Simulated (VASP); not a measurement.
Write the native input for VASP 6.6.1 that does the following.

```
Task                   : single point
Functional             : PBE
Potentials or basis    : VASP PAW PBE potentials, release 64 (Al, N)
Cutoff                 : 520 eV
k mesh                 : 10 × 10 × 10
Occupations            : gaussian, width 0.05 eV
Spin                   : no spin polarisation
Dipole correction      : no
Further INCAR settings : ALGO = Normal; EDIFF = 1e-06; NBANDS = 11
```

The structure of AlN lies in POSCAR:

```
AlN
1.0
    0.0779080004      1.9597437579      1.9597437579
    1.9597437579      0.0779080004      1.9597437579
    1.9597437579      1.9597437579      0.0779080004
Al N
1 1
Direct
    0.5000000000      0.5000000000      0.5000000000
    0.0000000000      0.0000000000      0.0000000000
```

One way to write it, as run:

INCAR

```
ALGO     = Normal         # electronic algorithm
EDIFF    = 1E-6           # SCF threshold, eV
ENCUT    = 520            # plane-wave cutoff, eV
GGA      = PE             # functional
ISIF     = 2              # what is computed and relaxed
ISMEAR   = 0              # smearing method
LASPH    = True           # aspherical terms in the spheres
LCHARG   = True           # write CHGCAR
LELF     = True           # ELF
LREAL    = False          # projectors in reciprocal space
LVHAR    = True         
LWAVE    = False          # write WAVECAR
NBANDS   = 11             # bands
NELM     = 80             # most SCF steps
PREC     = Accurate       # precision mode
SIGMA    = 0.05           # smearing width, eV
```

KPOINTS

```
k-points
0
Gamma
  10 10 10
```

Potentials or basis: VASP PAW PBE potentials, release 64 (Al, N).

Run with:

```bash
$ cat potpaw_PBE.64/Al/POTCAR potpaw_PBE.64/N/POTCAR > POTCAR
$ mpirun -np 1 vasp_std > vasp.out
```

It gave:

```
Pressure               : 62.2 GPa
Band gap on the k mesh : 4.33 eV, indirect (least direct gap 7.34 eV)
```

Run time: 20 s on 1 thread of Intel Xeon 8259CL, with other jobs on the host, peak memory 0.14 GiB.
